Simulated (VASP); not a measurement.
# La2H3 (P-3m1) in VASP: further runs

The runs below take La2H3 through single point, with PBE, r2SCAN.

All numbers are computed with VASP 6.6.1; they aren't measurements. Logs are shortened: lines on timing, memory, paths and dates and some standing lists are left out, and cuts for length are marked.

**1. The cell of the first run**

It takes space group P-3m1 (No. 164, trigonal). The conventional cell has a = 3.837 Å, b = 3.837 Å, c = 6.431 Å, α = 90.00°, β = 90.00°, γ = 120.00°. Within 3.2 Å of La (site symmetry 3m) lie 7 H at 2.39 to 2.71 Å. Within 3.2 Å of H (site symmetry 3m) lie 4 La at 2.39 to 2.43 Å and 3 H at 2.70 Å. H (site symmetry -3m) has 6 La at 2.71 Å and 6 H at 3.30 Å within 3.6 Å.

**2. Single point, PBE**

Contents of INCAR:

```
SYSTEM = La2H3
PREC     = Accurate       ! precision mode
ENCUT    = 520            ! plane-wave cutoff, eV
EDIFF    = 1E-6           ! SCF threshold, eV
ISMEAR   = 0              ! smearing method
SIGMA    = 0.1            ! smearing width, eV
LREAL    = .FALSE.        ! projectors in reciprocal space
LASPH    = .TRUE.         ! aspherical terms in the spheres
NELM     = 60             ! most SCF steps
ALGO     = Normal         ! electronic algorithm
ISIF     = 2              ! what is computed and relaxed
LWAVE    = .FALSE.        ! write WAVECAR
LCHARG   = .TRUE.         ! write CHGCAR
GGA      = PE             ! functional
LELF     = .TRUE.         ! ELF
LVHAR    = .TRUE.       
NBANDS   = 20             ! bands
```

Contents of KPOINTS:

```
Automatic mesh
0
G
  12 12 6
  0 0 0
```

Contents of POSCAR:

```
La2H3
1.0
    3.8370771818      0.0000000000      0.0000000000
   -1.9185385909      3.3230063157      0.0000000000
    0.0000000000      0.0000000000      6.4313832000
La H
2 3
Direct
    0.6666666667      0.3333333333      0.7575570000
    0.3333333333      0.6666666667      0.2424430000
    0.6666666667      0.3333333333      0.3804950000
    0.3333333333      0.6666666667      0.6195050000
    0.0000000000      0.0000000000      0.0000000000
```

Potentials or basis: VASP PAW PBE potentials, release 64 (La, H).

Run with:

```bash
cat potpaw_PBE.64/La/POTCAR potpaw_PBE.64/H/POTCAR > POTCAR
mpirun -np 1 vasp_std > vasp.out
```

OUTCAR:

```text
SYSTEM = La2H3
   PREC = Accurate
   ENCUT = 520
   EDIFF = 1E-6
   ISMEAR = 0
   LREAL = .FALSE.
   LASPH = .TRUE.
   NELM = 60
   ISIF = 2
   GGA = PE

 ion  position               nearest neighbor table
   1  0.667  0.333  0.758-
   2  0.333  0.667  0.242-
   3  0.667  0.333  0.380-
   4  0.333  0.667  0.620-
   5  0.000  0.000  0.000-

  LATTYP: Found a hexagonal cell.
 ALAT       =     3.8370771818
 C/A-ratio  =     1.6761151510

  Lattice vectors:

 A1 = (   3.8370771818,   0.0000000000,   0.0000000000)
 A2 = (  -1.9185385909,   3.3230063157,   0.0000000000)
 A3 = (   0.0000000000,   0.0000000000,   6.4313832000)

Analysis of symmetry for initial positions (statically):
=====================================================================
 Subroutine PRICEL returns:
 Original cell was already a primitive cell.

 Routine SETGRP: Setting up the symmetry group for a
 hexagonal supercell.

 Subroutine GETGRP returns: Found 12 space group operations
 (whereof 12 operations were pure point group operations)
 out of a pool of 24 trial point group operations.

The static configuration has the point symmetry D_3d.

Analysis of symmetry for dynamics (positions and initial velocities):
=====================================================================
 Subroutine PRICEL returns:
 Original cell was already a primitive cell.

 Routine SETGRP: Setting up the symmetry group for a
 hexagonal supercell.

 Subroutine GETGRP returns: Found 12 space group operations
 (whereof 12 operations were pure point group operations)
 out of a pool of 24 trial point group operations.

The dynamic configuration has the point symmetry D_3d.

 Subroutine INISYM returns: Found 12 space group operations
 (whereof 12 operations are pure point group operations),
 and found     1 'primitive' translations

----------------------------------------------------------------------------------------

                                     Primitive cell

  volume of cell :      82.0042

  direct lattice vectors                    reciprocal lattice vectors
     3.837077182  0.000000000  0.000000000     0.260615034  0.150466160  0.000000000
[... 83 lines left out ...]
   PREC   = accura    normal or accurate (medium, high low for compatibility)
   ISTART =      0    job   : 0-new  1-cont  2-samecut
   ICHARG =      2    charge: 1-file 2-atom 10-const
   ISPIN  =      1    spin polarized calculation?
   LNONCOLLINEAR =      F non collinear calculations
   LSORBIT =      F    spin-orbit coupling
   LASPH  =      T    aspherical Exc in radial PAW
   ENCUT  =  520.0 eV  38.22 Ry    6.18 a.u.   7.13  7.13 11.96*2*pi/ulx,y,z
   NELM   =     60;   NELMIN=  2; NELMDL= -5     # of ELM steps
   EDIFF  = 0.1E-05   stopping-criterion for ELM
   LREAL  =      F    real-space projection
   EDIFFG = 0.1E-04   stopping-criterion for IOM
   NSW    =      0    number of steps for IOM
   IBRION =     -1    ionic relax: 0-MD 1-quasi-New 2-CG
   NFREE  =      0    steps in history (QN), initial steepest desc. (CG)
   ISIF   =      2    stress and relaxation
   ISYM   =      2    0-nonsym 1-usesym 2-fastsym
   POTIM  = 0.5000    time-step for ionic-motion
   TEBEG  =    0.0;   TEEND  =   0.0 temperature during run
   PSTRESS=    0.0 pullay stress
   NELECT =      25.0000    total number of electrons
   NUPDOWN=      -1.0000    fix difference up-down
   EMIN   =  10.00;   EMAX   =-10.00  energy-range for DOS
   EFERMI =   0.00;   METHOD = LEGACY
   ISMEAR =     0;   SIGMA  =   0.10  broadening in eV -4-tet -1-fermi 0-gaus
   EFERMI_NEDOS =   21; number of points for ismear=-14 and -15
   IALGO  =     38    algorithm
   IMIX   =      4    mixing-type and parameters
     AMIX     =   0.40;   BMIX     =  1.00
     AMIX_MAG =   1.60;   BMIX_MAG =  1.00
  volume/ion in A,a.u.               =      16.40       110.68
  Fermi-wavevector in a.u.,A,eV,Ry     =   1.101817  2.082132 16.517482  1.214001
  Thomas-Fermi vector in A             =   2.238250
   LORBIT       =      0    0 simple, 1 ext, 2 COOP (PROOUT), +10 PAW based schemes
   GGA     = PE    functional components
   LHFCALC =     F    Hartree Fock is set to
   AEXX    =    0.0000 exact exchange contribution
   IVDW    =     0    specifies the selected vdW correction
   LEPSILON=     F    determine dielectric tensor
   LRPA    =     F    only Hartree local field effects (RPA)
 non-spin polarized calculation
 Gauss-broadening in eV      SIGMA  =   0.10
  energy-cutoff  :      520.00
  volume of cell :       82.00
 maximum number of plane-waves:      2229
 NGX is ok and might be reduce to    30
   NGX = 15   NGY = 15   NGZ = 23

 number of electron      25.0000004 magnetization

 Free energy of the ion-electron system (eV)
  ---------------------------------------------------
  ext. energy  EPLUGINS =         0.00000000
  ---------------------------------------------------
  free energy    TOTEN  =       -22.32461235 eV

  energy without entropy =      -22.30856558  energy(sigma->0) =      -22.31658896

 E-fermi :   7.4734     XC(G=0):  -9.6853

 val. band max:        7.4730346845   @ k =   0.1667   0.0833   0.3333
 cond. band min:       7.4793580797   @ k =   0.4167   0.0000   0.0000
 fundamental gap:      0.0063233952
 Fermi energy:         7.4733712804

 k-point     1 :       0.0000    0.0000    0.0000
  band No.  band energies     occupation
      1     -25.4625      2.00000
      2     -25.3279      2.00000
      3      -9.7994      2.00000
      4      -8.7350      2.00000
      5      -8.7350      2.00000
      6      -8.6404      2.00000
[... 541 lines left out ...]
     19       9.0893      0.00000
     20       9.2814      0.00000

 [... further k-points ...]
[... 5 lines left out ...]
  --------------------------------------------------------------------------------------
  -------------------------------------------------------------------------------------
  Total       -0.0677965     -0.0677965     -0.0668353      0.0000000      0.0000000      0.0000000
  in kB       -1.3245906     -1.3245906     -1.3058114      0.0000000      0.0000000      0.0000000
  external PRESSURE =      -1.3183309 kB  Pullay stress =       0.0000000 kB

 VOLUME and BASIS-vectors are now :
 -----------------------------------------------------------------------------
  energy-cutoff  :      520.00
  volume of cell :       82.00
      direct lattice vectors                 reciprocal lattice vectors
     3.837077182  0.000000000  0.000000000     0.260615034  0.150466160  0.000000000
    -1.918538591  3.323006316  0.000000000     0.000000000  0.300932320  0.000000000
     0.000000000  0.000000000  6.431383200     0.000000000  0.000000000  0.155487547

 POSITION                                       TOTAL-FORCE (eV/Angst)
 -----------------------------------------------------------------------------------
      1.91854      1.10767      4.87214         0.000000     -0.000000     -0.007356
     -0.00000      2.21534      1.55924        -0.000000      0.000000      0.007356
      1.91854      1.10767      2.44711        -0.000000      0.000000      0.002642
     -0.00000      2.21534      3.98427        -0.000000     -0.000000     -0.002642
      0.00000      0.00000      0.00000        -0.000000      0.000000      0.000000
 -----------------------------------------------------------------------------------
    total drift:                                0.000000     -0.000000     -0.000000

  FREE ENERGIE OF THE ION-ELECTRON SYSTEM (eV)
  ---------------------------------------------------
  free  energy   TOTEN  =       -22.3246123458 eV

  energy  without entropy=      -22.3085655751  energy(sigma->0) =      -22.31658896
```

stdout:

```text
POSCAR found type information on POSCAR LaH
 POSCAR found :  2 types and       5 ions
 scaLAPACK will be used
 LDA part: xc-table for (Slater+PW92), standard interpolation
 POSCAR, INCAR and KPOINTS ok, starting setup
 FFT: planning ... GRIDC
 FFT: planning ... GRID_SOFT
 FFT: planning ... GRID
 WAVECAR not read
 entering main loop
```

It took 2.3 min on 1 thread of AMD EPYC 7R43 (Zen 3), shared host; peak memory 0.29 GiB.

What came out:

```
Free energy   : -22.3246 eV
Pressure      : -0.1 GPa
Largest force : 0.007 eV/Å
```

Forces in eV/Å, atoms in the order of the input:
```
La   0.000  0.000 -0.007
La   0.000  0.000  0.007
H    0.000  0.000  0.003
H    0.000  0.000 -0.003
H    0.000  0.000  0.000
```

Levels at points of the mesh, in eV from the Fermi level:
```csv
k point,band 9,band 10,band 11,band 12,band 13,band 14,band 15,band 16
"(0.00, 0.00, 0.00)",-6.31,-4.57,-3.13,0.71,0.83,0.96,0.96,1.44
"(0.50, 0.00, 0.00)",-5.14,-4.42,-3.32,-1.21,-0.10,0.96,1.29,1.40
"(0.00, 0.00, 0.50)",-5.29,-5.04,-3.50,-0.47,0.91,0.91,1.17,1.20
"(0.50, 0.00, 0.50)",-5.42,-4.09,-3.08,-1.79,-0.66,1.35,1.48,1.57
```

Caveat: spin-orbit coupling is left out, which moves the levels of the heavy elements.

**3. Single point, r2SCAN**

POSCAR is that of step 2.

Contents of INCAR.step1:

```
SYSTEM = La2H3
PREC = Accurate
ENCUT = 520
ISMEAR = 0
SIGMA = 0.1
LREAL = .FALSE.
LASPH = .TRUE.
NELM = 80
NBANDS = 20
GGA = PE
ALGO = Normal
EDIFF = 1E-4
LWAVE = .TRUE.
LCHARG = .FALSE.
```

Contents of INCAR.step2:

```
SYSTEM = La2H3
PREC = Accurate
ENCUT = 520
EDIFF = 1E-7
ISMEAR = 0
SIGMA = 0.1
LREAL = .FALSE.
LASPH = .TRUE.
NELM = 80
ALGO = Normal
ISIF = 2
LWAVE = .FALSE.
LCHARG = .FALSE.
METAGGA = R2SCAN
LMIXTAU = .TRUE.
NBANDS = 20
ISTART = 1
```

KPOINTS is that of step 2.

Potentials or basis: VASP PAW PBE potentials, release 64 (La, H).

Run with:

```bash
cat potpaw_PBE.64/La/POTCAR potpaw_PBE.64/H/POTCAR > POTCAR
cp INCAR.step1 INCAR
mpirun -np 1 vasp_std > vasp.out
cp INCAR.step2 INCAR
mpirun -np 1 vasp_std > vasp.out
```

It took 14 min on 1 thread of AMD EPYC 7R43 (Zen 3), shared host; peak memory 0.3 GiB.

The run converged. Its results:

| Item | Value |
| --- | --- |
| Free energy | -72.6848 eV |
| Pressure | -0.1 GPa |
| Largest force | 0.029 eV/Å |

Forces on the atoms (eV/Å):
```
La   0.000  0.000 -0.016
La   0.000  0.000  0.016
H    0.000  0.000 -0.029
H    0.000  0.000  0.029
H    0.000  0.000  0.000
```

Stress tensor (GPa, compression positive):
```
-0.03  0.00  0.00
 0.00 -0.03  0.00
 0.00  0.00 -0.18
```

Levels at points of the mesh, in eV from the Fermi level:
```
           k point  band 9  band 10  band 11  band 12  band 13  band 14  band 15  band 16
(0.00, 0.00, 0.00)   -6.68    -4.94    -3.53     0.85     0.92     1.06     1.06     1.59
(0.50, 0.00, 0.00)   -5.55    -4.79    -3.71    -1.32    -0.11     1.06     1.48     1.52
(0.00, 0.00, 0.50)   -5.65    -5.41    -3.90    -0.50     1.01     1.01     1.28     1.28
(0.50, 0.00, 0.50)   -5.82    -4.48    -3.47    -1.89    -0.72     1.47     1.68     1.83
```

Caveat: the PAW data sets were made with another functional, which shifts forces and pressure a little; spin-orbit coupling is left out, which moves the levels of the heavy elements.
